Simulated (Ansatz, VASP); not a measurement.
**RbMgSbO3: VASP beside Ansatz**

```xyz
6
Lattice="3.0915 1.7849 4.0388 -3.0915 1.7849 4.0388 0.0000 -3.5697 4.0388" Properties=species:S:1:pos:R:3 pbc="T T T"
Rb    0.0000    0.0000   10.6379
Mg    0.0000    0.0000    4.0223
Sb    0.0000    0.0000    6.9728
O     0.0000   -1.6824    7.8960
O     1.4570    0.8412    7.8960
O    -1.4570    0.8412    7.8960
```

Change from the starting cell: strain +0.0050 x Voigt [0, 0, 1, 0, 0, 0], atoms carried along.

Alike in both runs: task single point; functional r2SCAN; k mesh 6 × 6 × 6; occupations gaussian, width 0.05 eV; no spin polarisation.

|  | VASP | Ansatz |
| --- | --- | --- |
| version | VASP 6.6.1 | Ansatz 0.2.0 |
| potentials or method | VASP PAW PBE potentials, release 64 (Rb_sv, Mg, Sb, O), cutoff 520 eV | scalar-relativistic, plane waves, PAW |
| valence electrons in the cell | 34 | 52 |

VASP gave:

| Quantity | Value |
| --- | --- |
| gap on the k mesh at the Fermi level (eV) | 3.59 |
| least direct gap on the mesh (eV) | 3.59 |
| pressure (GPa) | -0.1 |
| traceless stress, the component that is largest in VASP (GPa) | -0.17 |
| rms of the force components (eV/Å) | 0.046 |

Question: What did Ansatz give for the same quantities?

Answer: gap on the k mesh at the Fermi level (eV): 3.60; least direct gap on the mesh (eV): 3.60; pressure (GPa): -0.2; traceless stress, the component that is largest in VASP (GPa): -0.13; rms of the force components (eV/Å): 0.033.

VASP's potentials were made for PBE, not for r2SCAN. Atom by atom the forces differ by 0.076 eV/Å (rms over components). VASP's potentials hold 34 valence electrons a cell and Ansatz's 52, so a difference there can come from the potentials and not from the codes.

Spin-orbit coupling is off throughout.
